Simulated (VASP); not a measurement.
# Ti (P6_3/mmc) in VASP: single point with r2SCAN

Aim: the single point of Ti with r2SCAN.

Everything below comes from runs of VASP 6.6.1. Logs are shortened: lines on timing, memory, paths and dates and some standing lists are left out, and cuts for length are marked.

## Step 1: The cell of the first run

Symmetry: P6_3/mmc, No. 194, hexagonal system. Conventional cell: a = 4.901 Å, b = 4.901 Å, c = 8.112 Å, α = 90.00°, β = 90.00°, γ = 120.00°. Within 4.0 Å of Ti (site symmetry 3m) lie 4 Ti at 3.01 to 3.03 Å.

## Step 2: Single point, r2SCAN

POSCAR reads:

```
Ti
1.0
    4.9014138120      0.0000000000      0.0000000000
   -2.4507069061      4.2447488757      0.0000000000
    0.0000000000      0.0000000000      8.1118546608
Ti
4
Direct
    0.3333333333      0.6666666667      0.0630908783
    0.6666666667      0.3333333333      0.5630908783
    0.3333333333      0.6666666667      0.4369091217
    0.6666666667      0.3333333333      0.9369091217
```

INCAR.step1 reads:

```
SYSTEM = Ti
PREC = Accurate ; ENCUT = 520
ISMEAR = 0 ; SIGMA = 0.1
LREAL = .FALSE. ; LASPH = .TRUE.
NELM = 100 ; NBANDS = 32
GGA = PE ; ALGO = Normal
EDIFF = 1E-4 ; LWAVE = .TRUE.
LCHARG = .FALSE.
```

INCAR.step2 reads:

```
SYSTEM = Ti
PREC = Accurate ; ENCUT = 520
EDIFF = 1E-7 ; ISMEAR = 0
SIGMA = 0.1 ; LREAL = .FALSE.
LASPH = .TRUE. ; NELM = 100
ALGO = Normal ; ISIF = 2
LWAVE = .FALSE. ; LCHARG = .FALSE.
METAGGA = R2SCAN ; LMIXTAU = .TRUE.
NBANDS = 32 ; ISTART = 1
```

KPOINTS reads:

```
Automatic mesh
0
G
  6 6 2
  0 0 0
```

Potentials or basis: VASP PAW PBE potentials, release 64 (Ti_sv).

Run with:

```sh
$ cat potpaw_PBE.64/Ti_sv/POTCAR > POTCAR
$ cp INCAR.step1 INCAR
$ mpirun -np 1 vasp_std > vasp.out
$ cp INCAR.step2 INCAR
$ mpirun -np 1 vasp_std > vasp.out
```

OUTCAR:

```text
SYSTEM = Ti
   PREC = Accurate
   ENCUT = 520
   EDIFF = 1E-7
   ISMEAR = 0
   LREAL = .FALSE.
   LASPH = .TRUE.
   NELM = 100
   ISIF = 2
   METAGGA = R2SCAN
   ISTART = 1

 ion  position               nearest neighbor table
   1  0.333  0.667  0.063-
   2  0.667  0.333  0.563-
   3  0.333  0.667  0.437-
   4  0.667  0.333  0.937-

  LATTYP: Found a hexagonal cell.
 ALAT       =     4.9014138120
 C/A-ratio  =     1.6550030199

  Lattice vectors:

 A1 = (   4.9014138120,   0.0000000000,   0.0000000000)
 A2 = (  -2.4507069061,   4.2447488757,   0.0000000000)
 A3 = (   0.0000000000,   0.0000000000,   8.1118546608)

Analysis of symmetry for initial positions (statically):
=====================================================================
 Subroutine PRICEL returns:
 Original cell was already a primitive cell.

 Routine SETGRP: Setting up the symmetry group for a
 hexagonal supercell.

 Subroutine GETGRP returns: Found 24 space group operations
 (whereof 12 operations were pure point group operations)
 out of a pool of 24 trial point group operations.

The static configuration has the point symmetry D_3d.
 The point group associated with its full space group is D_6h.

Analysis of symmetry for dynamics (positions and initial velocities):
=====================================================================
 Subroutine PRICEL returns:
 Original cell was already a primitive cell.

 Routine SETGRP: Setting up the symmetry group for a
 hexagonal supercell.

 Subroutine GETGRP returns: Found 24 space group operations
 (whereof 12 operations were pure point group operations)
 out of a pool of 24 trial point group operations.

The dynamic configuration has the point symmetry D_3d.
 The point group associated with its full space group is D_6h.

 Subroutine INISYM returns: Found 24 space group operations
 (whereof 12 operations are pure point group operations),
 and found     1 'primitive' translations

----------------------------------------------------------------------------------------

                                     Primitive cell

  volume of cell :     168.7693

  direct lattice vectors                    reciprocal lattice vectors
     4.901413812  0.000000000  0.000000000     0.204022765  0.117792598  0.000000000
    -2.450706906  4.244748876  0.000000000     0.000000000  0.235585197  0.000000000
     0.000000000  0.000000000  8.111854661     0.000000000  0.000000000  0.123276370

  length of vectors
     4.901413812  4.901413812  8.111854661     0.235585197  0.235585197  0.123276370

  position of ions in fractional coordinates (direct lattice)
     0.333333333  0.666666667  0.063090878
     0.666666667  0.333333333  0.563090878
     0.333333333  0.666666667  0.436909122
     0.666666667  0.333333333  0.936909122

  ion indices of the primitive-cell ions
   primitive index   ion index
                 1           1
                 2           2
                 3           3
                 4           4

----------------------------------------------------------------------------------------

 KPOINTS: Automatic mesh

Automatic generation of k-mesh.
 Grid dimensions read from file:
 generate k-points for:    6    6    2

 Generating k-lattice:

  Cartesian coordinates                     Fractional coordinates (reciprocal lattice)
     0.034003794  0.019632100  0.000000000     0.166666667  0.000000000  0.000000000
     0.000000000  0.039264199  0.000000000     0.000000000  0.166666667  0.000000000
     0.000000000  0.000000000  0.061638185     0.000000000  0.000000000  0.500000000

  Length of vectors
     0.039264199  0.039264199  0.061638185

  Shift w.r.t. Gamma in fractional coordinates (k-lattice)
     0.000000000  0.000000000  0.000000000

 Subroutine IBZKPT returns following result:
 ===========================================

 Found     14 irreducible k-points:

 Following reciprocal coordinates:
            Coordinates               Weight
  0.000000  0.000000  0.000000      1.000000
  0.166667  0.000000  0.000000      6.000000
  0.333333  0.000000  0.000000      6.000000
  0.500000  0.000000  0.000000      3.000000
  0.166667  0.166667  0.000000      6.000000
  0.333333  0.166667  0.000000     12.000000
  0.333333  0.333333  0.000000      2.000000
  0.000000  0.000000  0.500000      1.000000
  0.166667  0.000000  0.500000      6.000000
  0.333333  0.000000  0.500000      6.000000
  0.500000  0.000000  0.500000      3.000000
  0.166667  0.166667  0.500000      6.000000
  0.333333  0.166667  0.500000     12.000000
  0.333333  0.333333  0.500000      2.000000
   k-points           NKPTS =     14   k-points in BZ     NKDIM =     14   number of bands    NBANDS=     32
   number of dos      NEDOS =    301   number of ions     NIONS =      4
   total plane-waves  NPLWV =  77760
   dimension x,y,z NGX =    36 NGY =   36 NGZ =   60
   dimension x,y,z NGXF=    72 NGYF=   72 NGZF=  120
   ions per type =               4
   NGX,Y,Z   is equivalent  to a cutoff of  12.21, 12.21, 12.30 a.u.
   NGXF,Y,Z  is equivalent  to a cutoff of  24.42, 24.42, 24.59 a.u.
 SYSTEM =  Ti
   PREC   = accura    normal or accurate (medium, high low for compatibility)
   ISTART =      1    job   : 0-new  1-cont  2-samecut
   ICHARG =      0    charge: 1-file 2-atom 10-const
   ISPIN  =      1    spin polarized calculation?
   LNONCOLLINEAR =      F non collinear calculations
   LSORBIT =      F    spin-orbit coupling
   LASPH  =      T    aspherical Exc in radial PAW
   ENCUT  =  520.0 eV  38.22 Ry    6.18 a.u.   9.11  9.11 15.08*2*pi/ulx,y,z
   NELM   =    100;   NELMIN=  2; NELMDL=  0     # of ELM steps
   EDIFF  = 0.1E-06   stopping-criterion for ELM
   LREAL  =      F    real-space projection
   EDIFFG = 0.1E-05   stopping-criterion for IOM
   NSW    =      0    number of steps for IOM
   IBRION =     -1    ionic relax: 0-MD 1-quasi-New 2-CG
   NFREE  =      0    steps in history (QN), initial steepest desc. (CG)
   ISIF   =      2    stress and relaxation
   ISYM   =      2    0-nonsym 1-usesym 2-fastsym
   POTIM  = 0.5000    time-step for ionic-motion
   TEBEG  =    0.0;   TEEND  =   0.0 temperature during run
   PSTRESS=    0.0 pullay stress
   NELECT =      48.0000    total number of electrons
   NUPDOWN=      -1.0000    fix difference up-down
   EMIN   =  10.00;   EMAX   =-10.00  energy-range for DOS
   EFERMI =   0.00;   METHOD = LEGACY
   ISMEAR =     0;   SIGMA  =   0.10  broadening in eV -4-tet -1-fermi 0-gaus
   EFERMI_NEDOS =   21; number of points for ismear=-14 and -15
   IALGO  =     38    algorithm
   IMIX   =      4    mixing-type and parameters
     AMIX     =   0.40;   BMIX     =  1.00
     AMIX_MAG =   1.60;   BMIX_MAG =  1.00
  volume/ion in A,a.u.               =      42.19       284.73
  Fermi-wavevector in a.u.,A,eV,Ry     =   1.076607  2.034493 15.770291  1.159084
  Thomas-Fermi vector in A             =   2.212497
   LORBIT       =      0    0 simple, 1 ext, 2 COOP (PROOUT), +10 PAW based schemes
   METAGGA = R2SCAN    functional components
   LHFCALC =     F    Hartree Fock is set to
   AEXX    =    0.0000 exact exchange contribution
   IVDW    =     0    specifies the selected vdW correction
   LEPSILON=     F    determine dielectric tensor
   LRPA    =     F    only Hartree local field effects (RPA)
 non-spin polarized calculation
 Gauss-broadening in eV      SIGMA  =   0.10
  energy-cutoff  :      520.00
  volume of cell :      168.77
 maximum number of plane-waves:      4590
   NGX = 19   NGY = 19   NGZ = 31

 number of electron      47.9999967 magnetization

 Free energy of the ion-electron system (eV)
  ---------------------------------------------------
  ext. energy  EPLUGINS =         0.00000000
  ---------------------------------------------------
  free energy    TOTEN  =       -38.95862745 eV

  energy without entropy =      -38.81770903  energy(sigma->0) =      -38.88816824

 E-fermi :   1.5117     XC(G=0):  -8.0444

 val. band max:        1.5028262925   @ k =   0.5000   0.0000   0.5000
 cond. band min:       1.5170462143   @ k =   0.1667   0.0000   0.0000
 fundamental gap:      0.0142199219
 Fermi energy:         1.5117215173

 k-point     1 :       0.0000    0.0000    0.0000
  band No.  band energies     occupation
      1     -58.0343      2.00000
      2     -58.0212      2.00000
      3     -57.9914      2.00000
      4     -57.9782      2.00000
      5     -33.3031      2.00000
      6     -33.3031      2.00000
[... 24 lines left out ...]
     31       2.5292      0.00000
     32       2.6183      0.00000

 k-point     2 :       0.1667    0.0000    0.0000
  band No.  band energies     occupation
      1     -58.0317      2.00000
      2     -58.0187      2.00000
      3     -57.9939      2.00000
      4     -57.9808      2.00000
      5     -33.3090      2.00000
      6     -33.3066      2.00000
[... 24 lines left out ...]
     31       2.5133      0.00000
     32       2.6777      0.00000

 k-point     3 :       0.3333    0.0000    0.0000
  band No.  band energies     occupation
      1     -58.0252      2.00000
      2     -58.0121      2.00000
      3     -58.0004      2.00000
      4     -57.9873      2.00000
      5     -33.3142      2.00000
      6     -33.3132      2.00000
[... 24 lines left out ...]
     31       2.6577      0.00000
     32       2.8481      0.00000

 k-point     4 :       0.5000    0.0000    0.0000
  band No.  band energies     occupation
      1     -58.0200      2.00000
      2     -58.0069      2.00000
      3     -58.0057      2.00000
      4     -57.9926      2.00000
      5     -33.3163      2.00000
      6     -33.3148      2.00000
[... 24 lines left out ...]
     31       2.9354      0.00000
     32       2.9564      0.00000

 k-point     5 :       0.1667    0.1667    0.0000
  band No.  band energies     occupation
      1     -58.0271      2.00000
      2     -58.0141      2.00000
      3     -57.9985      2.00000
      4     -57.9854      2.00000
      5     -33.3130      2.00000
      6     -33.3122      2.00000
[... 24 lines left out ...]
     31       2.6555      0.00000
     32       2.8306      0.00000

 k-point     6 :       0.3333    0.1667    0.0000
  band No.  band energies     occupation
      1     -58.0200      2.00000
      2     -58.0069      2.00000
      3     -58.0057      2.00000
      4     -57.9926      2.00000
      5     -33.3197      2.00000
      6     -33.3111      2.00000
[... 24 lines left out ...]
     31       2.8157      0.00000
     32       2.9719      0.00000

 k-point     7 :       0.3333    0.3333    0.0000
  band No.  band energies     occupation
      1     -58.0128      2.00000
      2     -58.0128      2.00000
      3     -57.9997      2.00000
      4     -57.9997      2.00000
      5     -33.3233      2.00000
      6     -33.3110      2.00000
[... 24 lines left out ...]
     31       2.6689      0.00000
     32       2.8727      0.00000

 k-point     8 :       0.0000    0.0000    0.5000
  band No.  band energies     occupation
      1     -58.0287      2.00000
      2     -58.0287      2.00000
      3     -57.9838      2.00000
      4     -57.9838      2.00000
      5     -33.2972      2.00000
      6     -33.2972      2.00000
[... 24 lines left out ...]
     31       2.7919      0.00000
     32       2.7919      0.00000

 k-point     9 :       0.1667    0.0000    0.5000
  band No.  band energies     occupation
      1     -58.0263      2.00000
      2     -58.0263      2.00000
      3     -57.9862      2.00000
      4     -57.9862      2.00000
      5     -33.3007      2.00000
      6     -33.3007      2.00000
[... 24 lines left out ...]
     31       2.7579      0.00000
     32       2.7580      0.00000

 k-point    10 :       0.3333    0.0000    0.5000
  band No.  band energies     occupation
      1     -58.0203      2.00000
      2     -58.0203      2.00000
      3     -57.9923      2.00000
      4     -57.9923      2.00000
      5     -33.3073      2.00000
      6     -33.3073      2.00000
[... 24 lines left out ...]
     31       2.8328      0.00000
     32       2.8328      0.00000

 k-point    11 :       0.5000    0.0000    0.5000
  band No.  band energies     occupation
      1     -58.0160      2.00000
      2     -58.0160      2.00000
      3     -57.9966      2.00000
      4     -57.9966      2.00000
      5     -33.3104      2.00000
      6     -33.3104      2.00000
[... 24 lines left out ...]
     31       3.1040      0.00000
     32       3.1040      0.00000

 k-point    12 :       0.1667    0.1667    0.5000
  band No.  band energies     occupation
      1     -58.0220      2.00000
      2     -58.0220      2.00000
      3     -57.9905      2.00000
      4     -57.9905      2.00000
      5     -33.3071      2.00000
      6     -33.3071      2.00000
[... 24 lines left out ...]
     31       2.6618      0.00000
     32       2.6618      0.00000

 k-point    13 :       0.3333    0.1667    0.5000
  band No.  band energies     occupation
      1     -58.0160      2.00000
      2     -58.0160      2.00000
      3     -57.9966      2.00000
      4     -57.9966      2.00000
      5     -33.3136      2.00000
      6     -33.3136      2.00000
[... 24 lines left out ...]
     31       2.7978      0.00000
     32       2.7978      0.00000

 k-point    14 :       0.3333    0.3333    0.5000
  band No.  band energies     occupation
      1     -58.0128      2.00000
      2     -58.0128      2.00000
      3     -57.9998      2.00000
      4     -57.9998      2.00000
      5     -33.3174      2.00000
      6     -33.3174      2.00000
[... 24 lines left out ...]
     31       2.7458      0.00000
     32       2.7458      0.00000

------------------------ aborting loop because EDIFF is reached ----------------------------------------

  FORCE on cell =-STRESS in cart. coord.  units (eV):
  Direction    XX          YY          ZZ          XY          YZ          ZX
  --------------------------------------------------------------------------------------
  -------------------------------------------------------------------------------------
  Total       -7.3004105     -7.3004105     -6.8240273      0.0000000      0.0000000      0.0000000
  in kB      -69.3049623    -69.3049623    -64.7825149      0.0000000      0.0000000      0.0000000
  external PRESSURE =     -67.7974799 kB  Pullay stress =       0.0000000 kB

 VOLUME and BASIS-vectors are now :
 -----------------------------------------------------------------------------
  energy-cutoff  :      520.00
  volume of cell :      168.77
      direct lattice vectors                 reciprocal lattice vectors
     4.901413812  0.000000000  0.000000000     0.204022765  0.117792598  0.000000000
    -2.450706906  4.244748876  0.000000000     0.000000000  0.235585197  0.000000000
     0.000000000  0.000000000  8.111854661     0.000000000  0.000000000  0.123276370

 POSITION                                       TOTAL-FORCE (eV/Angst)
 -----------------------------------------------------------------------------------
     -0.00000      2.82983      0.51178        -0.000000     -0.000000     -0.093155
      2.45071      1.41492      4.56771        -0.000000      0.000000     -0.093155
     -0.00000      2.82983      3.54414        -0.000000     -0.000000      0.093155
      2.45071      1.41492      7.60007         0.000000      0.000000      0.093155
 -----------------------------------------------------------------------------------
    total drift:                               -0.000000      0.000000     -0.000000

  FREE ENERGIE OF THE ION-ELECTRON SYSTEM (eV)
  ---------------------------------------------------
  free  energy   TOTEN  =       -38.9586274522 eV

  energy  without entropy=      -38.8177090332  energy(sigma->0) =      -38.88816824
```

Run time: 4.7 min. Hardware: 1 thread of AMD EPYC 7R13 (Zen 3), shared host; peak memory 0.28 GiB.

What came out:

```yaml
Free_energy: -38.9586 eV
Pressure: -6.8 GPa
Largest_force: 0.093 eV/Å
Band_gap_on_the_k_mesh: zero (bands 24 and 25 overlap by 0.13 eV)
```

Forces on the atoms (eV/Å):
```
Ti   0.000  0.000 -0.093
Ti   0.000  0.000 -0.093
Ti   0.000  0.000  0.093
Ti   0.000  0.000  0.093
```

Levels at points of the mesh, in eV from the Fermi level:
```
           k point  band 22  band 23  band 24  band 25  band 26  band 27
(0.00, 0.00, 0.00)    -0.16    -0.07     0.04     0.04     0.05     0.05
(0.50, 0.00, 0.00)    -0.15    -0.11    -0.09     0.08     0.10     0.25
(0.00, 0.00, 0.50)    -0.11    -0.11    -0.11     0.27     0.27     0.27
(0.50, 0.00, 0.50)    -0.21    -0.08    -0.08    -0.01    -0.01     0.03
```

Caveat: the k points lie up to 0.39 Å⁻¹ apart; the PAW data sets were made with another functional, which shifts forces and pressure a little.
